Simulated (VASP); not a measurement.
# InSe in VASP: single point with r2SCAN

Aim: the single point of InSe with r2SCAN.

Program: VASP 6.6.1. These are calculated values, not measurements. Logs are shortened: lines on timing, memory, paths and dates and some standing lists are left out, and cuts for length are marked.

### 1 The cell of the first run

The cell holds a sheet with vacuum, 4 atoms: a = 4.036 Å, b = 4.036 Å, c = 34.520 Å, α = 90.00°, β = 90.00°, γ = 120.00°.

### 2 Single point, r2SCAN

Input file POSCAR:

```
InSe
1.0
    4.0358490344      0.0000000000      0.0000000000
   -2.0179245172      3.4951477896      0.0000000000
    0.0000000000      0.0000000000     34.5200000026
Se In
2 2
Direct
    0.6666666667      0.3333333333      0.2033206600
    0.6666666667      0.3333333333      0.3575136390
    0.3333333333      0.6666666667      0.2399129922
    0.3333333333      0.6666666667      0.3209213067
```

Input file INCAR.step1:

```
PREC = Accurate ; ENCUT = 440
ISMEAR = 0 ; SIGMA = 0.03
LREAL = F ; LASPH = T
NELM = 120 ; LDIPOL = T
IDIPOL = 3 ; DIPOL = 0.5 0.5 0.280
NBANDS = 27 ; GGA = PE
ALGO = Normal ; EDIFF = 1E-5
LWAVE = T ; LCHARG = F
GGA_COMPAT = F ; NELMDL = -8
```

Input file INCAR.step2:

```
PREC = Accurate ; ENCUT = 440
EDIFF = 1E-6 ; ISMEAR = 0
SIGMA = 0.03 ; LREAL = F
LASPH = T ; NELM = 120
ALGO = Normal ; ISIF = 2
LWAVE = F ; LCHARG = F
LDIPOL = T ; IDIPOL = 3
DIPOL = 0.5 0.5 0.280 ; METAGGA = R2SCAN
LMIXTAU = T ; NBANDS = 27
ISTART = 1 ; GGA_COMPAT = F
```

Input file KPOINTS:

```
regular mesh
0
Gamma
  12 12 1
```

Potentials or basis: VASP PAW PBE potentials, release 64 (Se, In_d).

On the command line:

```console
$ cat potpaw_PBE.64/Se/POTCAR potpaw_PBE.64/In_d/POTCAR > POTCAR
$ cp INCAR.step1 INCAR
$ mpirun -np 1 vasp_std > vasp.out
$ cp INCAR.step2 INCAR
$ mpirun -np 1 vasp_std > vasp.out
```

OUTCAR:

```text
PREC = Accurate
   ENCUT = 440
   EDIFF = 1E-6
   ISMEAR = 0
   LREAL = F
   LASPH = T
   NELM = 120
   ISIF = 2
   METAGGA = R2SCAN
   ISTART = 1

 ion  position               nearest neighbor table
   1  0.667  0.333  0.203-   3 2.65   3 2.65   3 2.65
   2  0.667  0.333  0.358-   4 2.65   4 2.65   4 2.65
   3  0.333  0.667  0.240-   1 2.65   1 2.65   1 2.65   4 2.80
   4  0.333  0.667  0.321-   2 2.65   2 2.65   2 2.65   3 2.80

  LATTYP: Found a hexagonal cell.
 ALAT       =     4.0358490344
 C/A-ratio  =     8.5533427312

  Lattice vectors:

 A1 = (   4.0358490344,   0.0000000000,   0.0000000000)
 A2 = (  -2.0179245172,   3.4951477896,   0.0000000000)
 A3 = (   0.0000000000,   0.0000000000,  34.5200000026)

Analysis of symmetry for initial positions (statically):
=====================================================================
 Subroutine PRICEL returns:
 Original cell was already a primitive cell.

 Routine SETGRP: Setting up the symmetry group for a
 hexagonal supercell.

 Subroutine GETGRP returns: Found 12 space group operations
 (whereof  6 operations were pure point group operations)
 out of a pool of 24 trial point group operations.

The static configuration has the point symmetry C_3v.
 The point group associated with its full space group is D_3h.

Analysis of symmetry for dynamics (positions and initial velocities):
=====================================================================
 Subroutine PRICEL returns:
 Original cell was already a primitive cell.

 Routine SETGRP: Setting up the symmetry group for a
 hexagonal supercell.

 Subroutine GETGRP returns: Found 12 space group operations
 (whereof  6 operations were pure point group operations)
 out of a pool of 24 trial point group operations.

The dynamic configuration has the point symmetry C_3v.
 The point group associated with its full space group is D_3h.

 Subroutine INISYM returns: Found 12 space group operations
 (whereof  6 operations are pure point group operations),
 and found     1 'primitive' translations

----------------------------------------------------------------------------------------

                                     Primitive cell

  volume of cell :     486.9353

  direct lattice vectors                    reciprocal lattice vectors
     4.035849034  0.000000000  0.000000000     0.247779338  0.143055467  0.000000000
    -2.017924517  3.495147790  0.000000000     0.000000000  0.286110934  0.000000000
[... 88 lines left out ...]
   NFREE  =      0    steps in history (QN), initial steepest desc. (CG)
   ISIF   =      2    stress and relaxation
   ISYM   =      2    0-nonsym 1-usesym 2-fastsym
   POTIM  = 0.5000    time-step for ionic-motion
   TEBEG  =    0.0;   TEEND  =   0.0 temperature during run
   PSTRESS=    0.0 pullay stress
   NELECT =      38.0000    total number of electrons
   NUPDOWN=      -1.0000    fix difference up-down
   EMIN   =  10.00;   EMAX   =-10.00  energy-range for DOS
   EFERMI =   0.00;   METHOD = LEGACY
   ISMEAR =     0;   SIGMA  =   0.03  broadening in eV -4-tet -1-fermi 0-gaus
   EFERMI_NEDOS =   21; number of points for ismear=-14 and -15
   IALGO  =     38    algorithm
   IMIX   =      4    mixing-type and parameters
     AMIX     =   0.40;   BMIX     =  1.00
     AMIX_MAG =   1.60;   BMIX_MAG =  1.00
  volume/ion in A,a.u.               =     121.73       821.50
  Fermi-wavevector in a.u.,A,eV,Ry     =   0.699593  1.322040  6.659109  0.489431
  Thomas-Fermi vector in A             =   1.783515
   LORBIT       =      0    0 simple, 1 ext, 2 COOP (PROOUT), +10 PAW based schemes
   METAGGA = R2SCAN    functional components
   LHFCALC =     F    Hartree Fock is set to
   AEXX    =    0.0000 exact exchange contribution
   IVDW    =     0    specifies the selected vdW correction
   LEPSILON=     F    determine dielectric tensor
   LRPA    =     F    only Hartree local field effects (RPA)
 non-spin polarized calculation
 Gauss-broadening in eV      SIGMA  =   0.03
  energy-cutoff  :      440.00
  volume of cell :      486.94
 maximum number of plane-waves:     10235
 NGX is ok and might be reduce to    28
   NGX = 13   NGY = 13   NGZ =119

 number of electron      37.9999993 magnetization

 dipolmoment           0.000000      0.000000      0.000001 electrons x Angstroem

 Free energy of the ion-electron system (eV)
  ---------------------------------------------------
  ext. energy  EPLUGINS =         0.00000000
  ---------------------------------------------------
  free energy    TOTEN  =       -76.43030256 eV

  energy without entropy =      -76.43030256  energy(sigma->0) =      -76.43030256

 E-fermi :  -3.8224     XC(G=0):  -2.4593

 val. band max:       -3.9617925700   @ k =   0.0833   0.0833   0.0000
 cond. band min:      -2.0248436117   @ k =   0.0000   0.0000   0.0000
 fundamental gap:      1.9369489583
 Fermi energy:        -3.8223805610

 k-point     1 :       0.0000    0.0000    0.0000
  band No.  band energies     occupation
      1     -18.5272      2.00000
      2     -18.3414      2.00000
      3     -18.3414      2.00000
      4     -18.2528      2.00000
      5     -18.2528      2.00000
      6     -18.2289      2.00000
[... 559 lines left out ...]
     26       4.2130      0.00000
     27       4.6441      0.00000

------------------------ aborting loop because EDIFF is reached ----------------------------------------

 vacuum level on the upper side and lower side of the slab       (xc-potential included)        -0.003        -0.002

  FORCE on cell =-STRESS in cart. coord.  units (eV):
  Direction    XX          YY          ZZ          XY          YZ          ZX
  --------------------------------------------------------------------------------------
  -------------------------------------------------------------------------------------
  Total        0.0270582      0.0270582      0.0366027      0.0000000     -0.0000000     -0.0000000
  in kB        0.0890305      0.0890305      0.1204348      0.0000000     -0.0000000     -0.0000000
  external PRESSURE =       0.0994986 kB  Pullay stress =       0.0000000 kB

 VOLUME and BASIS-vectors are now :
 -----------------------------------------------------------------------------
  energy-cutoff  :      440.00
  volume of cell :      486.94
      direct lattice vectors                 reciprocal lattice vectors
     4.035849034  0.000000000  0.000000000     0.247779338  0.143055467  0.000000000
    -2.017924517  3.495147790  0.000000000     0.000000000  0.286110934  0.000000000
     0.000000000  0.000000000 34.520000003     0.000000000  0.000000000  0.028968714

 POSITION                                       TOTAL-FORCE (eV/Angst)
 -----------------------------------------------------------------------------------
      2.01792      1.16505      7.01863         0.000000     -0.000000     -0.015781
      2.01792      1.16505     12.34137         0.000000     -0.000000      0.015781
     -0.00000      2.33010      8.28180        -0.000000      0.000000      0.009269
     -0.00000      2.33010     11.07820        -0.000000      0.000000     -0.009269
 -----------------------------------------------------------------------------------
    total drift:                                0.000000     -0.000001      0.000221

  FREE ENERGIE OF THE ION-ELECTRON SYSTEM (eV)
  ---------------------------------------------------
  free  energy   TOTEN  =       -76.4303025577 eV

  energy  without entropy=      -76.4303025577  energy(sigma->0) =      -76.43030256

 vacuum level on the upper side and lower side of the slab         2.246         2.247
```

OUTCAR.step1:

```text
PREC = Accurate
   ENCUT = 440
   ISMEAR = 0
   LREAL = F
   LASPH = T
   NELM = 120
   GGA = PE
[... 800 lines left out ...]
     -0.00000      2.33010      8.28180        -0.000000      0.000000      0.130004
     -0.00000      2.33010     11.07820         0.000000      0.000000     -0.130004
 -----------------------------------------------------------------------------------
    total drift:                                0.000000     -0.000000      0.000256

  FREE ENERGIE OF THE ION-ELECTRON SYSTEM (eV)
  ---------------------------------------------------
  free  energy   TOTEN  =       -14.1982193989 eV

  energy  without entropy=      -14.1982193989  energy(sigma->0) =      -14.19821940

 vacuum level on the upper side and lower side of the slab         2.230         2.230
```

It took 53 min on 1 thread of Oxide Virtual Turin-like, shared host; peak memory 0.55 GiB.

What came out:

```
Free energy            : -76.4303 eV
Largest force          : 0.016 eV/Å
Band gap on the k mesh : 1.94 eV (least direct gap 2.00 eV)
```

Forces on the atoms (eV/Å):
```
Se   0.000  0.000 -0.016
Se   0.000  0.000  0.016
In   0.000  0.000  0.009
In   0.000  0.000 -0.009
```

Levels at points of the mesh, in eV from the valence-band top:
```csv
k point,band 15,band 16,band 17,band 18,band 19,band 20,band 21,band 22,band 23,band 24
"(0.00, 0.00, 0.00)",-0.64,-0.64,-0.56,-0.56,-0.06,1.94,3.21,5.33,5.33,6.17
"(0.50, 0.00, 0.00)",-2.61,-1.71,-1.64,-1.53,-0.98,2.55,2.66,4.59,4.91,5.59
```

Caveat: the PAW data sets were made with another functional, which shifts forces and pressure a little; spin-orbit coupling is left out, which moves the levels of the heavy elements.
